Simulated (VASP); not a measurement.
A run of VASP 6.6.1 is set up as follows.

INCAR

```
SYSTEM = BN
PREC = Accurate
ENCUT = 600
EDIFF = 1E-6
ISMEAR = -1
SIGMA = 0.1
LREAL = .FALSE.
LASPH = .TRUE.
NELM = 120
ALGO = Normal
ISIF = 2
LWAVE = .FALSE.
LCHARG = .TRUE.
GGA = PS
LELF = .TRUE.
LVHAR = .TRUE.
NBANDS = 11
GGA_COMPAT = .FALSE.
```

File KPOINTS:

```
regular mesh
0
G
  15 15 15
  0 0 0
```

POSCAR

```
BN
1.0
    0.0000000000      1.7058398047      1.7058398047
    1.7058398047      0.0000000000      1.7058398047
    1.7058398047      1.7058398047      0.0000000000
B N
1 1
Direct
    0.0000000000      0.0000000000      0.0000000000
    0.5000000000      0.5000000000      0.5000000000
```

Potentials or basis: VASP PAW PBE potentials, release 64 (B, N).

Launch:

```sh
$ cat potpaw_PBE.64/B/POTCAR potpaw_PBE.64/N/POTCAR > POTCAR
$ mpirun -np 1 vasp_std > vasp.out
```

(1) Estimate the pressure.

(2) Predict the band gap on the k mesh.

Answers

(1) 28.1 GPa.

(2) 1.83 eV (least direct gap 6.15 eV).

Caveat: the cell stands under pressure; the PAW data sets were made with another functional, which shifts forces and pressure a little; an odd mesh through Γ misses points on the zone boundary, where band edges can lie.
